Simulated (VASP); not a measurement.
Input of a VASP 6.6.1 run:

INCAR

```
SYSTEM = Ir
ALGO = Fast ; EDIFF = 1E-6
ENCUT = 520 ; ISIF = 2
ISMEAR = 1 ; LASPH = .True.
LCHARG = .True. ; LELF = .True.
LREAL = .False. ; LVHAR = .True.
LWAVE = .False. ; NBANDS = 10
NELM = 100 ; PREC = Accurate
SIGMA = 0.1
```

KPOINTS

```
k-points
0
Gamma
  22 22 22
  0 0 0
```

Contents of POSCAR:

```
Ir
1.0
    0.0000000000      1.9054655922      1.9054655922
    1.9054655922      0.0000000000      1.9054655922
    1.9054655922      1.9054655922      0.0000000000
Ir
1
Direct
    0.0000000000      0.0000000000      0.0000000000
```

Potentials or basis: VASP PAW LDA potentials, release 64 (Ir).

Run with:

```console
$ cat potpaw_LDA.64/Ir/POTCAR > POTCAR
$ mpirun -np 1 vasp_std > vasp.out
```

What does it give for the pressure?

2.5 GPa.
